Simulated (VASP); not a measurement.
Crystal: Tc.

```
Tc
1.0
     2.68407    0.00000    0.00000
    -1.34203    2.32447    0.00000
     0.00000    0.00000    4.30822
Tc
2
Cartesian
  1.3420 0.7748 3.2312
  0.0000 1.5496 1.0771
```

This cell differs from its parent crystal: volume scaled by 0.94.

Base run:

* Program: VASP 6.6.1
* Functional: PBEsol
* Potentials or basis: VASP PAW PBE potentials, release 64 (Tc_pv)
* Cutoff: 520 eV
* k mesh: 11 × 11 × 6
* Occupations: fermi-dirac, width 0.05 eV
* Spin: no spin polarisation

Its results: band gap on the k mesh zero (band 13 reaches 15.17 eV, above the bottom of band 14 at 11.75 eV); pressure 13.9 GPa.

The run is repeated on the same cell with these changes: functional from PBEsol to LDA; potentials or basis from VASP PAW PBE potentials, release 64 (Tc_pv) to VASP PAW LDA potentials, release 64 (Tc_pv). What comes out?

Band gap on the k mesh zero (band 13 reaches 15.17 eV, above the bottom of band 14 at 11.75 eV); pressure 8.8 GPa.

Caveats: the PAW data sets were made with another functional, which shifts forces and pressure a little (some runs).
